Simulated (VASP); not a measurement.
# TlBr (Pm-3m) in VASP: notebook, part 2 of 2

VASP 6.6.1. Earlier steps stand in the parts before.

### 4 Relaxation of cell and atoms, PBE, target pressure 5 GPa, at which the enthalpy is minimised

This run uses another cell than the first one, of 31.52 Å³/atom.

File INCAR:

```
PREC = Accurate
ENCUT = 500
EDIFF = 1E-7
ISMEAR = 0
SIGMA = 0.01
LREAL = F
LASPH = T
NELM = 120
ALGO = Normal
ISIF = 3
LWAVE = F
LCHARG = F
GGA = PE
IBRION = 2
NSW = 80
EDIFFG = -0.05
PSTRESS = 50.0
GGA_COMPAT = F
NELMIN = 4
```

File KPOINTS:

```
regular mesh
0
Gamma
  4 4 4
```

File POSCAR:

```
TlBr
1.0
    3.9800000000      0.0000000000      0.0000000000
    0.0000000000      3.9800000000      0.0000000000
    0.0000000000      0.0000000000      3.9800000000
Tl Br
1 1
Direct
    0.0000000000      0.0000000000      0.0000000000
    0.5000000000      0.5000000000      0.5000000000
```

Potentials or basis: VASP PAW PBE potentials, release 64 (Tl_d, Br).

On the command line:

```
$ cat potpaw_PBE.64/Tl_d/POTCAR potpaw_PBE.64/Br/POTCAR > POTCAR
$ mpirun -np 1 vasp_std > vasp.out
```

OUTCAR:

```text
PREC = Accurate
   ENCUT = 500
   EDIFF = 1E-7
   ISMEAR = 0
   LREAL = F
   LASPH = T
   NELM = 120
   ISIF = 3
   GGA = PE
   IBRION = 2
   NSW = 80
   EDIFFG = -0.05
   PSTRESS = 50.0
   NELMIN = 4

 ion  position               nearest neighbor table
   1  0.000  0.000  0.000-   2 3.45   2 3.45   2 3.45   2 3.45   2 3.45   2 3.45   2 3.45   2 3.45

   2  0.500  0.500  0.500-   1 3.45   1 3.45   1 3.45   1 3.45   1 3.45   1 3.45   1 3.45   1 3.45

  LATTYP: Found a simple cubic cell.
 ALAT       =     3.9800000000

  Lattice vectors:

 A1 = (   3.9800000000,   0.0000000000,   0.0000000000)
 A2 = (   0.0000000000,   3.9800000000,   0.0000000000)
 A3 = (   0.0000000000,   0.0000000000,   3.9800000000)

Analysis of symmetry for initial positions (statically):
=====================================================================
 Subroutine PRICEL returns:
 Original cell was already a primitive cell.

 Routine SETGRP: Setting up the symmetry group for a
 simple cubic supercell.

 Subroutine GETGRP returns: Found 48 space group operations
 (whereof 48 operations were pure point group operations)
 out of a pool of 48 trial point group operations.

The static configuration has the point symmetry O_h .

Analysis of symmetry for dynamics (positions and initial velocities):
=====================================================================
 Subroutine PRICEL returns:
 Original cell was already a primitive cell.

 Routine SETGRP: Setting up the symmetry group for a
 simple cubic supercell.

 Subroutine GETGRP returns: Found 48 space group operations
 (whereof 48 operations were pure point group operations)
 out of a pool of 48 trial point group operations.

The dynamic configuration has the point symmetry O_h .

 Subroutine INISYM returns: Found 48 space group operations
 (whereof 48 operations are pure point group operations),
 and found     1 'primitive' translations

[... 164 lines left out ...]

--------------------------------------- Ionic step        2  -------------------------------------------

 number of electron      20.0000002 magnetization

 Free energy of the ion-electron system (eV)
  ---------------------------------------------------
  ext. energy  EPLUGINS =         0.00000000
  ---------------------------------------------------
  free energy    TOTEN  =        -5.40290521 eV

  energy without entropy =       -5.40290521  energy(sigma->0) =       -5.40290521

 E-fermi :   3.7714     XC(G=0):  -9.4806

 val. band max:        3.6411910123   @ k =   0.5000   0.0000   0.0000
 cond. band min:       5.1811145279   @ k =   0.5000   0.0000   0.0000
 fundamental gap:      1.5399235156
 Fermi energy:         3.7714206528

 k-point     1 :       0.0000    0.0000    0.0000
  band No.  band energies     occupation
      1     -10.8003      2.00000
      2      -6.7697      2.00000
      3      -6.7697      2.00000
      4      -6.5287      2.00000
      5      -6.5287      2.00000
      6      -6.5287      2.00000
      7      -1.3168      2.00000
      8       1.8213      2.00000
      9       1.8213      2.00000
     10       1.8213      2.00000
     11      10.3000      0.00000
     12      10.3000      0.00000
     13      11.2110      0.00000
     14      11.2110      0.00000
[... 139 lines left out ...]
      1     -10.0472      2.00000
      2      -6.7347      2.00000
      3      -6.7347      2.00000
      4      -6.7347      2.00000
      5      -6.4473      2.00000
      6      -6.4473      2.00000
      7       0.8626      2.00000
      8       1.1505      2.00000
      9       1.1505      2.00000
     10       1.1505      2.00000
     11       5.2723      0.00000
     12       5.2723      0.00000
     13       5.2723      0.00000
     14      17.0903      0.00000

------------------------ aborting loop because EDIFF is reached ----------------------------------------

  FORCE on cell =-STRESS in cart. coord.  units (eV):
  Direction    XX          YY          ZZ          XY          YZ          ZX
  --------------------------------------------------------------------------------------
  -------------------------------------------------------------------------------------
  Total        1.7559469      1.7559469      1.7559469      0.0000000      0.0000000      0.0000000
  in kB       49.6412016     49.6412016     49.6412016      0.0000000      0.0000000      0.0000000
  external PRESSURE =      -0.3587984 kB  Pullay stress =      50.0000000 kB

 VOLUME and BASIS-vectors are now :
 -----------------------------------------------------------------------------
  energy-cutoff  :      500.00
  volume of cell :       56.67
      direct lattice vectors                 reciprocal lattice vectors
     3.841137815  0.000000000 -0.000000000     0.260339526  0.000000000 -0.000000000
    -0.000000000  3.841137815  0.000000000    -0.000000000  0.260339526  0.000000000
     0.000000000 -0.000000000  3.841137815     0.000000000  0.000000000  0.260339526

 POSITION                                       TOTAL-FORCE (eV/Angst)
 -----------------------------------------------------------------------------------
      0.00000      0.00000      0.00000        -0.000000     -0.000000      0.000000
      1.92057      1.92057      1.92057         0.000000      0.000000      0.000000
 -----------------------------------------------------------------------------------
    total drift:                                0.000000     -0.000000     -0.000000

  FREE ENERGIE OF THE ION-ELECTRON SYSTEM (eV)
  ---------------------------------------------------
  free  energy   TOTEN  =        -5.4029052057 eV

  energy  without entropy=       -5.4029052057  energy(sigma->0) =       -5.40290521

  enthalpy is  TOTEN    =        -3.6342666425 eV   P V=        1.7686385632

 reached required accuracy - stopping structural energy minimisation
```

OSZICAR:

```text
N       E                     dE             d eps       ncg     rms          rms(c)
DAV:   1     0.992592578674E+02    0.99259E+02   -0.94510E+03   280   0.120E+03
DAV:   2    -0.188923647564E+01   -0.10115E+03   -0.97926E+02   340   0.244E+02
DAV:   3    -0.577130677550E+01   -0.38821E+01   -0.38776E+01   310   0.442E+01
[... 16 lines left out ...]
DAV:   5    -0.540285495801E+01    0.56292E-03   -0.36498E-03   280   0.484E-01    0.107E-01
DAV:   6    -0.540290149932E+01   -0.46541E-04   -0.11248E-04   286   0.104E-01    0.386E-02
DAV:   7    -0.540290419317E+01   -0.26939E-05   -0.96496E-06   292   0.298E-02    0.751E-03
DAV:   8    -0.540290515194E+01   -0.95877E-06   -0.10409E-06   304   0.895E-03    0.230E-03
DAV:   9    -0.540290520566E+01   -0.53720E-07   -0.85282E-08   194   0.271E-03
   2 F= -.36342666E+01 E0= -.36342666E+01  d E =-.810417E-01
```

Wall time 9.9 s (1 thread of Intel Xeon Platinum 8488C (Sapphire Rapids), shared host); peak memory 0.17 GiB.

Results:

```
Free energy                                                : -5.4029 eV
Relaxed volume                                             : 28.34 Å³/atom
Relaxed cell                                               : a = 3.841 Å, b = 3.841 Å, c = 3.841 Å, α = 90.00°, β = 90.00°, γ = 90.00°
Space group after relaxing (to 0.1 Å)                      : Pm-3m (No. 221)
Energy change on relaxing (the run minimises the enthalpy) : +58.9 meV/atom
Ionic steps                                                : 2
Pressure after relaxing                                    : 5.0 GPa
Band gap on the k mesh                                     : 1.54 eV
```

The path:
```
step  energy change (eV)  largest force (eV/Å)  pressure (GPa)  volume (Å³)
   1              0.0000                0.0000            1.32        63.04
   2              0.1178                0.0000            4.96        56.67
```

Final structure:
```
Tl Br
1.0
     3.84114    0.00000    0.00000
     0.00000    3.84114    0.00000
     0.00000    0.00000    3.84114
Tl Br
1 1
Cartesian
  0.0000 0.0000 0.0000
  1.9206 1.9206 1.9206
```

Levels at points of the mesh, in eV from the valence-band top:
| k point | band 8 | band 9 | band 10 | band 11 | band 12 | band 13 |
| --- | --- | --- | --- | --- | --- | --- |
| (0.00, 0.00, 0.00) | -1.82 | -1.82 | -1.82 | 6.66 | 6.66 | 7.57 |
| (0.50, 0.00, 0.00) | -1.19 | -1.19 | 0.00 | 1.54 | 5.66 | 5.66 |
| (0.50, 0.50, 0.00) | -3.74 | -3.74 | -1.11 | 4.94 | 4.94 | 7.59 |
| (0.50, 0.50, 0.50) | -2.49 | -2.49 | -2.49 | 1.63 | 1.63 | 1.63 |

Caveat: the cell is relaxed towards a set pressure, so the run minimises the enthalpy, not the energy; spin-orbit coupling is left out, which moves the levels of the heavy elements. A k mesh can miss the band edges.

### 5 Overview

| task | cell | gap on the mesh (eV) | pressure (GPa) |
| --- | --- | --- | --- |
| single point | a = 4.059 Å, 2 atoms | 2.00 | 0.0 |
| relaxation of cell and atoms | relaxed from a = 3.980 Å, 2 atoms | 2.00 | 0.0 |
| relaxation of cell and atoms | relaxed to 5 GPa from a = 3.980 Å, 2 atoms | 1.54 | 5.0 |

Alike in all rows: level PBE; potentials or basis VASP PAW PBE potentials, release 64 (Tl_d, Br); no spin polarisation; k mesh 4 × 4 × 4; cutoff (eV) 500; smearing gaussian 0.01 eV.

Caveats: spin-orbit coupling is left out, which moves the levels of the heavy elements; the cell is relaxed towards a set pressure, so the run minimises the enthalpy, not the energy (at least some runs).

Total energies depend on the potentials used, so only differences within one code and one set of settings carry meaning.
